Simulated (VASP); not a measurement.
BiP: single point with PBE

BiP:

```
CELL_PARAMETERS angstrom
4.01591 0.00000 0.00000
-2.00795 3.47788 0.00000
0.00000 0.00000 7.19236
ATOMIC_POSITIONS crystal
Bi 0.00000 0.00000 0.00000
Bi 0.00000 0.00000 0.50000
P 0.33333 0.66667 0.25000
P 0.66667 0.33333 0.75000
```

* Program: VASP 6.6.1
* Task: single point
* Functional: PBE
* Potentials or basis: VASP PAW PBE potentials, release 64 (Bi_d, P)
* Cutoff: 520 eV
* k mesh: 10 × 10 × 6
* Occupations: gaussian, width 0.05 eV
* Spin: no spin polarisation

```
Pressure               : 1.3 GPa
Band gap on the k mesh : zero (bands 20 and 21 overlap by 1.02 eV)
```

Levels at points of the mesh, in eV from the Fermi level:
| k point | band 18 | band 19 | band 20 | band 21 | band 22 | band 23 |
| --- | --- | --- | --- | --- | --- | --- |
| (0.00, 0.00, 0.00) | -0.57 | -0.57 | 0.05 | 0.86 | 1.79 | 1.79 |
| (0.50, 0.00, 0.00) | -0.86 | -0.83 | -0.77 | -0.16 | 0.16 | 1.41 |
| (0.00, 0.00, 0.50) | -1.15 | -1.15 | -1.15 | 2.02 | 2.02 | 2.02 |
| (0.50, 0.00, 0.50) | -3.01 | -2.56 | -2.56 | 1.78 | 1.78 | 2.90 |

It took 66 s on 1 thread of Intel(R) Xeon(R) 6975P-C (Granite Rapids) (shared host), peak memory 0.28 GiB.

Caveat: spin-orbit coupling is left out, which moves the levels of the heavy elements.
